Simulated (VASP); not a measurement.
Write the native input for VASP 6.6.1 that does the following.

```
Task                   : single point
Functional             : PBE
Potentials or basis    : VASP PAW PBE potentials, release 64 (Ni, I)
Cutoff                 : 520 eV
k mesh                 : 6 × 6 × 3
Occupations            : gaussian, width 0.05 eV
Spin                   : collinear spin, antiferromagnetic start
Starting moments       : [3.0, -3.0, 0.0, 0.0, 0.0, 0.0, 0.0, 0.0] μB
Hubbard terms          : Ni d U = 6.2 eV
Dipole correction      : no
Further INCAR settings : ALGO = Normal; EDIFF = 1e-07; NBANDS = 45
```

The structure of NiI3 lies in POSCAR:

```
NiI3
1.0
    5.5589997942      0.0000000000      5.5589997942
    0.0000000000      5.5589997942      5.5589997942
    0.0000000000      0.0000000000     11.1179995884
Ni I
2 6
Direct
    0.0000000000      0.0000000000      0.0000000000
    0.0000000000      0.0000000000      0.5000000000
    0.5000000000      0.0000000000      0.7500000000
    0.0000000000      0.0000000000      0.2500000000
    0.0000000000      0.5000000000      0.7500000000
    0.5000000000      0.0000000000      0.2500000000
    0.0000000000      0.0000000000      0.7500000000
    0.0000000000      0.5000000000      0.2500000000
```

These files were run (other wordings do the same):

INCAR

```
ALGO     = Normal         # electronic algorithm
EDIFF    = 1E-7           # SCF threshold, eV
ENCUT    = 520            # plane-wave cutoff, eV
GGA      = PE             # functional
ISIF     = 2              # what is computed and relaxed
ISMEAR   = 0              # smearing method
ISPIN    = 2              # spin polarisation
LASPH    = T              # aspherical terms in the spheres
LCHARG   = F              # write CHGCAR
LDAU     = T              # DFT+U
LDAUJ    = 0 0          
LDAUL    = 2 -1           # shell
LDAUPRINT= 1            
LDAUTYPE = 2            
LDAUU    = 6.2 0          # U, eV
LMAXMIX  = 4              # l up to which the mixer works
LORBIT   = 11             # projections on sites
LREAL    = F              # projectors in reciprocal space
LWAVE    = F              # write WAVECAR
MAGMOM   = 3 -3 0 0 0 0 0 0 # initial moments
NBANDS   = 45             # bands
NELM     = 150            # most SCF steps
PREC     = Accurate       # precision mode
SIGMA    = 0.05           # smearing width, eV
```

KPOINTS

```
k-points
0
Gamma
  6 6 3
```

Potentials or basis: VASP PAW PBE potentials, release 64 (Ni, I).

Launch:

```console
$ cat potpaw_PBE.64/Ni/POTCAR potpaw_PBE.64/I/POTCAR > POTCAR
$ mpirun -np 1 vasp_std > vasp.out
```

Results of the run:

```
Pressure                                              : -0.6 GPa
Band gap on the k mesh                                : zero (filled and empty bands overlap)
Net moment                                            : 0.00 μB per cell
Site moments                                          : Ni +1.54, -1.54; I +0.00 μB
Valence electrons inside the program's atomic spheres : Ni 8.80; I 4.25
```

Caveat: spin-orbit coupling is left out, which moves the levels of the heavy elements.

Run time: 30 min on 1 thread of Intel Xeon 8259CL, on a shared host, peak memory 0.98 GiB.
